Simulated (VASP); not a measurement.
# ScCu (Pm-3m) in VASP: further runs

Runs on ScCu. Level: LDA. Tasks: single point.

All numbers are computed with VASP 6.6.1; they aren't measurements. Logs are shortened: lines on timing, memory, paths and dates and some standing lists are left out, and cuts for length are marked.

## 1. The cell of the first run

It takes space group Pm-3m (No. 221, cubic). Conventional cell: a = 3.267 Å, b = 3.267 Å, c = 3.267 Å, α = 90.00°, β = 90.00°, γ = 90.00°. Sc (site symmetry m-3m) has 8 Cu at 2.83 Å and 6 Sc at 3.27 Å within 3.7 Å. Within 3.7 Å of Cu (site symmetry m-3m) lie 8 Sc at 2.83 Å and 6 Cu at 3.27 Å.

## 2. Single point, LDA (17.43 Å³/atom)

INCAR reads:

```
ALGO = Normal
EDIFF = 1E-6
ENCUT = 520
ISIF = 2
ISMEAR = -1
LASPH = T
LCHARG = F
LREAL = F
LWAVE = F
NBANDS = 18
NELM = 80
PREC = Accurate
SIGMA = 0.05
```

KPOINTS reads:

```
k-points
0
Gamma
  11 11 11
```

POSCAR reads:

```
ScCu
1.0
    3.2668173552      0.0000000000      0.0000000000
    0.0000000000      3.2668173552      0.0000000000
    0.0000000000      0.0000000000      3.2668173552
Sc Cu
1 1
Direct
    0.5000000000      0.5000000000      0.5000000000
    0.0000000000      0.0000000000      0.0000000000
```

Potentials or basis: VASP PAW LDA potentials, release 64 (Sc_sv, Cu).

Launch:

```console
cat potpaw_LDA.64/Sc_sv/POTCAR potpaw_LDA.64/Cu/POTCAR > POTCAR
mpirun -np 1 vasp_std > vasp.out
```

OUTCAR:

```text
EDIFF = 1E-6
   ENCUT = 520
   ISIF = 2
   ISMEAR = -1
   LASPH = T
   LREAL = F
   NELM = 80
   PREC = Accurate

 ion  position               nearest neighbor table
   1  0.500  0.500  0.500-   2 2.83   2 2.83   2 2.83   2 2.83   2 2.83   2 2.83   2 2.83   2 2.83

   2  0.000  0.000  0.000-   1 2.83   1 2.83   1 2.83   1 2.83   1 2.83   1 2.83   1 2.83   1 2.83

  LATTYP: Found a simple cubic cell.
 ALAT       =     3.2668173552

  Lattice vectors:

 A1 = (   3.2668173552,   0.0000000000,   0.0000000000)
 A2 = (   0.0000000000,   3.2668173552,   0.0000000000)
 A3 = (   0.0000000000,   0.0000000000,   3.2668173552)

Analysis of symmetry for initial positions (statically):
=====================================================================
 Subroutine PRICEL returns:
 Original cell was already a primitive cell.

 Routine SETGRP: Setting up the symmetry group for a
 simple cubic supercell.

 Subroutine GETGRP returns: Found 48 space group operations
 (whereof 48 operations were pure point group operations)
 out of a pool of 48 trial point group operations.

The static configuration has the point symmetry O_h .

Analysis of symmetry for dynamics (positions and initial velocities):
=====================================================================
 Subroutine PRICEL returns:
 Original cell was already a primitive cell.

 Routine SETGRP: Setting up the symmetry group for a
 simple cubic supercell.

 Subroutine GETGRP returns: Found 48 space group operations
 (whereof 48 operations were pure point group operations)
 out of a pool of 48 trial point group operations.

The dynamic configuration has the point symmetry O_h .

 Subroutine INISYM returns: Found 48 space group operations
 (whereof 48 operations are pure point group operations),
 and found     1 'primitive' translations

----------------------------------------------------------------------------------------

                                     Primitive cell

  volume of cell :      34.8638

  direct lattice vectors                    reciprocal lattice vectors
     3.266817355  0.000000000  0.000000000     0.306108328  0.000000000  0.000000000
     0.000000000  3.266817355  0.000000000     0.000000000  0.306108328  0.000000000
     0.000000000  0.000000000  3.266817355     0.000000000  0.000000000  0.306108328

  length of vectors
     3.266817355  3.266817355  3.266817355     0.306108328  0.306108328  0.306108328

  position of ions in fractional coordinates (direct lattice)
     0.500000000  0.500000000  0.500000000
     0.000000000  0.000000000  0.000000000

  ion indices of the primitive-cell ions
   primitive index   ion index
                 1           1
                 2           2

----------------------------------------------------------------------------------------

 KPOINTS: k-points

Automatic generation of k-mesh.
 Grid dimensions read from file:
 generate k-points for:   11   11   11

 Generating k-lattice:

  Cartesian coordinates                     Fractional coordinates (reciprocal lattice)
     0.027828030  0.000000000  0.000000000     0.090909091  0.000000000  0.000000000
     0.000000000  0.027828030  0.000000000     0.000000000  0.090909091  0.000000000
     0.000000000  0.000000000  0.027828030     0.000000000  0.000000000  0.090909091

  Length of vectors
     0.027828030  0.027828030  0.027828030

  Shift w.r.t. Gamma in fractional coordinates (k-lattice)
     0.000000000  0.000000000  0.000000000

 Subroutine IBZKPT returns following result:
 ===========================================

 Found     56 irreducible k-points:

 Following reciprocal coordinates:
            Coordinates               Weight
  0.000000  0.000000  0.000000      1.000000
  0.090909  0.000000  0.000000      6.000000
  0.181818  0.000000  0.000000      6.000000
  0.272727  0.000000  0.000000      6.000000
  0.363636  0.000000  0.000000      6.000000
  0.454545  0.000000  0.000000      6.000000
[... 16 lines left out ...]
  0.181818  0.090909  0.090909     24.000000
  0.272727  0.090909  0.090909     24.000000
 [... further k-points ...]
   k-points           NKPTS =     56   k-points in BZ     NKDIM =     56   number of bands    NBANDS=     18
   number of dos      NEDOS =    301   number of ions     NIONS =      2
   total plane-waves  NPLWV =  13824
   dimension x,y,z NGX =    24 NGY =   24 NGZ =   24
   dimension x,y,z NGXF=    48 NGYF=   48 NGZF=   48
   ions per type =               1   1
   NGX,Y,Z   is equivalent  to a cutoff of  12.21, 12.21, 12.21 a.u.
   NGXF,Y,Z  is equivalent  to a cutoff of  24.43, 24.43, 24.43 a.u.
 SYSTEM =  unknown system
   PREC   = accura    normal or accurate (medium, high low for compatibility)
   ISTART =      0    job   : 0-new  1-cont  2-samecut
   ICHARG =      2    charge: 1-file 2-atom 10-const
   ISPIN  =      1    spin polarized calculation?
   LNONCOLLINEAR =      F non collinear calculations
   LSORBIT =      F    spin-orbit coupling
   LASPH  =      T    aspherical Exc in radial PAW
   ENCUT  =  520.0 eV  38.22 Ry    6.18 a.u.   6.07  6.07  6.07*2*pi/ulx,y,z
   NELM   =     80;   NELMIN=  2; NELMDL= -5     # of ELM steps
   EDIFF  = 0.1E-05   stopping-criterion for ELM
   LREAL  =      F    real-space projection
   EDIFFG = 0.1E-04   stopping-criterion for IOM
   NSW    =      0    number of steps for IOM
   IBRION =     -1    ionic relax: 0-MD 1-quasi-New 2-CG
   NFREE  =      0    steps in history (QN), initial steepest desc. (CG)
   ISIF   =      2    stress and relaxation
   ISYM   =      2    0-nonsym 1-usesym 2-fastsym
   POTIM  = 0.5000    time-step for ionic-motion
   TEBEG  =    0.0;   TEEND  =   0.0 temperature during run
   PSTRESS=    0.0 pullay stress
   NELECT =      22.0000    total number of electrons
   NUPDOWN=      -1.0000    fix difference up-down
   EMIN   =  10.00;   EMAX   =-10.00  energy-range for DOS
   EFERMI =   0.00;   METHOD = LEGACY
   ISMEAR =    -1;   SIGMA  =   0.05  broadening in eV -4-tet -1-fermi 0-gaus
   EFERMI_NEDOS =   21; number of points for ismear=-14 and -15
   IALGO  =     38    algorithm
   IMIX   =      4    mixing-type and parameters
     AMIX     =   0.40;   BMIX     =  1.00
     AMIX_MAG =   1.60;   BMIX_MAG =  1.00
  volume/ion in A,a.u.               =      17.43       117.64
  Fermi-wavevector in a.u.,A,eV,Ry     =   1.404185  2.653524 26.827075  1.971734
  Thomas-Fermi vector in A             =   2.526772
   LORBIT       =      0    0 simple, 1 ext, 2 COOP (PROOUT), +10 PAW based schemes
   GGA     = CA    functional components
   LHFCALC =     F    Hartree Fock is set to
   AEXX    =    0.0000 exact exchange contribution
   IVDW    =     0    specifies the selected vdW correction
   LEPSILON=     F    determine dielectric tensor
   LRPA    =     F    only Hartree local field effects (RPA)
 non-spin polarized calculation
  energy-cutoff  :      520.00
  volume of cell :       34.86
 maximum number of plane-waves:       954
   NGX = 13   NGY = 13   NGZ = 13

 number of electron      21.9999961 magnetization

 Free energy of the ion-electron system (eV)
  ---------------------------------------------------
  ext. energy  EPLUGINS =         0.00000000
  ---------------------------------------------------
  free energy    TOTEN  =       -11.88973543 eV

  energy without entropy =      -11.87471813  energy(sigma->0) =      -11.88222678

 E-fermi :   5.1831     XC(G=0): -11.3811

 val. band max:        5.1690331051   @ k =   0.2727   0.2727   0.0000
 cond. band min:       5.1885842521   @ k =   0.2727   0.1818   0.0000
 fundamental gap:      0.0195511471
 Fermi energy:         5.1831426932

 k-point     1 :       0.0000    0.0000    0.0000
  band No.  band energies     occupation
      1     -43.9369      2.00000
      2     -22.7948      2.00000
      3     -22.7948      2.00000
      4     -22.7948      2.00000
      5      -1.8136      2.00000
      6       1.3632      2.00000
[... 10 lines left out ...]
     17      11.9120      0.00000
     18      11.9120      0.00000

 k-point     2 :       0.0909    0.0000    0.0000
  band No.  band energies     occupation
      1     -43.9351      2.00000
      2     -22.8136      2.00000
      3     -22.7933      2.00000
      4     -22.7933      2.00000
      5      -1.6797      2.00000
      6       1.3920      2.00000
[... 10 lines left out ...]
     17      12.2569      0.00000
     18      12.2569      0.00000

 k-point     3 :       0.1818    0.0000    0.0000
  band No.  band energies     occupation
      1     -43.9305      2.00000
      2     -22.8636      2.00000
      3     -22.7892      2.00000
      4     -22.7892      2.00000
      5      -1.2875      2.00000
      6       1.4711      2.00000
[... 10 lines left out ...]
     17      13.1139      0.00000
     18      13.1139      0.00000

 k-point     4 :       0.2727    0.0000    0.0000
  band No.  band energies     occupation
      1     -43.9244      2.00000
      2     -22.9284      2.00000
      3     -22.7838      2.00000
      4     -22.7838      2.00000
      5      -0.6678      2.00000
      6       1.5793      2.00000
[... 10 lines left out ...]
     17      14.2516      0.00000
     18      14.2516      0.00000

 k-point     5 :       0.3636    0.0000    0.0000
  band No.  band energies     occupation
      1     -43.9187      2.00000
      2     -22.9873      2.00000
      3     -22.7789      2.00000
      4     -22.7789      2.00000
      5       0.1089      2.00000
      6       1.6842      2.00000
[... 10 lines left out ...]
     17      15.5551      0.00000
     18      15.5551      0.00000

 k-point     6 :       0.4545    0.0000    0.0000
  band No.  band energies     occupation
      1     -43.9154      2.00000
      2     -23.0220      2.00000
      3     -22.7759      2.00000
      4     -22.7759      2.00000
      5       0.8110      2.00000
      6       1.7493      2.00000
[... 10 lines left out ...]
     17      16.5035      0.00000
     18      16.9244      0.00000

 k-point     7 :       0.0909    0.0909    0.0000
  band No.  band energies     occupation
      1     -43.9334      2.00000
      2     -22.8132      2.00000
      3     -22.8107      2.00000
      4     -22.7918      2.00000
      5      -1.5479      2.00000
      6       1.4214      2.00000
[... 10 lines left out ...]
     17      11.7142      0.00000
     18      12.5632      0.00000

 k-point     8 :       0.1818    0.0909    0.0000
  band No.  band energies     occupation
      1     -43.9288      2.00000
      2     -22.8618      2.00000
      3     -22.8075      2.00000
      4     -22.7876      2.00000
      5      -1.1625      2.00000
      6       1.4948      2.00000
[... 10 lines left out ...]
     17      12.4188      0.00000
     18      13.3502      0.00000
[... 229 lines left out ...]
     17      11.6938      0.00000
     18      13.8963      0.00000

 k-point    20 :       0.4545    0.3636    0.0000
  band No.  band energies     occupation
      1     -43.8982      2.00000
      2     -22.9936      2.00000
      3     -22.9558      2.00000
      4     -22.7587      2.00000
      5       1.0530      2.00000
      6       1.3480      2.00000
[... 10 lines left out ...]
     17      11.9326      0.00000
     18      12.9814      0.00000

 k-point    21 :       0.4545    0.4545    0.0000
  band No.  band energies     occupation
      1     -43.8950      2.00000
      2     -22.9886      2.00000
      3     -22.9880      2.00000
      4     -22.7555      2.00000
      5       1.0375      2.00000
      6       1.2852      2.00000
[... 10 lines left out ...]
     17      11.6730      0.00000
     18      12.3452      0.00000

 k-point    22 :       0.0909    0.0909    0.0909
  band No.  band energies     occupation
      1     -43.9317      2.00000
      2     -22.8127      2.00000
      3     -22.8091      2.00000
      4     -22.8091      2.00000
      5      -1.4180      2.00000
      6       1.4578      2.00000
[... 10 lines left out ...]
     17      11.8620      0.00000
     18      12.0063      0.00000

 k-point    23 :       0.1818    0.0909    0.0909
  band No.  band energies     occupation
      1     -43.9271      2.00000
      2     -22.8599      2.00000
      3     -22.8068      2.00000
      4     -22.8049      2.00000
      5      -1.0387      2.00000
      6       1.5264      2.00000
[... 10 lines left out ...]
     17      12.6019      0.00000
     18      12.6542      0.00000

 k-point    24 :       0.2727    0.0909    0.0909
  band No.  band energies     occupation
      1     -43.9210      2.00000
      2     -22.9240      2.00000
      3     -22.8009      2.00000
      4     -22.7993      2.00000
      5      -0.4438      2.00000
      6       1.6202      2.00000
[... 10 lines left out ...]
     17      13.4483      0.00000
     18      13.6355      0.00000

 [... further k-points ...]
[... 5 lines left out ...]
  --------------------------------------------------------------------------------------
  -------------------------------------------------------------------------------------
  Total       -1.6719443     -1.6719443     -1.6719443      0.0000000      0.0000000     -0.0000000
  in kB      -76.8347734    -76.8347734    -76.8347734      0.0000000      0.0000000     -0.0000000
  external PRESSURE =     -76.8347734 kB  Pullay stress =       0.0000000 kB

 VOLUME and BASIS-vectors are now :
 -----------------------------------------------------------------------------
  energy-cutoff  :      520.00
  volume of cell :       34.86
      direct lattice vectors                 reciprocal lattice vectors
     3.266817355  0.000000000  0.000000000     0.306108328  0.000000000  0.000000000
     0.000000000  3.266817355  0.000000000     0.000000000  0.306108328  0.000000000
     0.000000000  0.000000000  3.266817355     0.000000000  0.000000000  0.306108328

 POSITION                                       TOTAL-FORCE (eV/Angst)
 -----------------------------------------------------------------------------------
      1.63341      1.63341      1.63341         0.000000      0.000000      0.000000
      0.00000      0.00000      0.00000         0.000000      0.000000      0.000000
 -----------------------------------------------------------------------------------
    total drift:                                0.000000      0.000000     -0.000000

  FREE ENERGIE OF THE ION-ELECTRON SYSTEM (eV)
  ---------------------------------------------------
  free  energy   TOTEN  =       -11.8897354268 eV

  energy  without entropy=      -11.8747181276  energy(sigma->0) =      -11.88222678
```

It took 29 s on 1 thread of Intel Xeon 8259CL, shared host; peak memory 0.15 GiB.

Results:

- Free energy: -11.8897 eV
- Pressure: -7.7 GPa
- Band gap on the k mesh: zero (bands 11 and 12 overlap by 1.79 eV)

Caveat: the cell stands under tension.

## 3. Single point, LDA (17.60 Å³/atom)

This run uses another cell than the first one, of 17.60 Å³/atom.

INCAR reads:

```
SYSTEM = ScCu
ALGO = Normal
EDIFF = 1E-6
ENCUT = 520
GGA = CA
ISIF = 2
ISMEAR = -1
LASPH = .TRUE.
LCHARG = .TRUE.
LELF = .TRUE.
LREAL = .FALSE.
LVHAR = .TRUE.
LWAVE = .FALSE.
NBANDS = 18
NELM = 100
PREC = Accurate
SIGMA = 0.05
```

KPOINTS reads:

```
k-points
0
G
  11 11 11
  0 0 0
```

POSCAR reads:

```
ScCu
1.0
    3.2775635423      0.0000000000      0.0000000000
    0.0000000000      3.2775635423      0.0000000000
    0.0000000000      0.0000000000      3.2775635423
Sc Cu
1 1
Direct
    0.5000000000      0.5000000000      0.5000000000
    0.0000000000      0.0000000000      0.0000000000
```

Potentials or basis: VASP PAW LDA potentials, release 64 (Sc_sv, Cu).

Launch:

```console
cat potpaw_LDA.64/Sc_sv/POTCAR potpaw_LDA.64/Cu/POTCAR > POTCAR
mpirun -np 1 vasp_std > vasp.out
```

Run time: 30 s. Hardware: 1 thread of Intel Xeon 8259CL, shared host; peak memory 0.15 GiB.

The run converged. Its results:

* Free energy: -11.8722 eV
* Pressure: -8.4 GPa
* Band gap on the k mesh: zero (bands 11 and 12 overlap by 1.77 eV)

Levels at points of the mesh, in eV from the Fermi level:
```csv
k point,band 9,band 10,band 11,band 12,band 13,band 14
"(0.00, 0.00, 0.00)",-2.99,-2.99,0.47,0.47,3.05,3.05
```

Caveat: the cell stands under tension.
